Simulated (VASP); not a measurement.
The system is AgCl (Chlorargyrite).

```
Ag Cl
1.0
     0.00000    2.69804    2.69804
     2.69804    0.00000    2.69804
     2.69804    2.69804    0.00000
Ag Cl
1 1
Direct
  0.00000 0.00000 0.00000
  0.50000 0.50000 0.50000
```

Program: VASP 6.6.1. Alike in all runs: task single point; no spin polarisation; cell as given; cutoff (eV) 520; smearing fermi-dirac 0.05 eV.

Problem. Order these runs on this cell by their band gap on the k mesh, lowest first.
A. level PBE; potentials or basis VASP PAW PBE potentials, release 64 (Ag, Cl); k mesh 7 × 7 × 7
B. level r2SCAN; potentials or basis VASP PAW PBE potentials, release 64 (Ag, Cl); k mesh 8 × 8 × 8
C. level LDA; potentials or basis VASP PAW LDA potentials, release 64 (Ag, Cl); k mesh 7 × 7 × 7

Solution. C (0.74 eV), A (0.99 eV), B (1.44 eV).

A k mesh can miss the band edges, odd and even meshes differently.
